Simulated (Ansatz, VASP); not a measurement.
# Hf: VASP beside Ansatz

```
Hf
1.0
     3.19670    0.00000    0.00000
    -1.59835    2.76842    0.00000
     0.00000    0.00000    5.05780
Hf
2
Direct
  0.66667 0.33333 0.75000
  0.33333 0.66667 0.25000
```

Alike in both runs: task single point; functional PBE0; k mesh 4 × 4 × 2; occupations fermi-dirac, width 0.05 eV; non-collinear spin, spin-orbit coupling.

|  | VASP | Ansatz |
| --- | --- | --- |
| version | VASP 6.6.1 | Ansatz 0.2.0 |
| potentials or method | VASP PAW PBE potentials, release 64 (Hf_pv) | Ansatz PAW |
| plane-wave cutoff (eV) | 520 | 420 |
| valence electrons in the cell | 20 | 52 |

Ansatz gave:

```
pressure (GPa)                                                : 0.7
traceless stress, the component that is largest in VASP (GPa) : -1.82
net moment per atom (μB)                                      : 0.00
```

What did VASP give for the same quantities?

Pressure (GPa): -1.7; traceless stress, the component that is largest in VASP (GPa): -1.65; net moment per atom (μB): 0.06.

VASP's potentials hold 20 valence electrons a cell and Ansatz's 52, so a difference there can come from the potentials and not from the codes.

The k mesh is coarse, so the values compare programs but aren't converged.
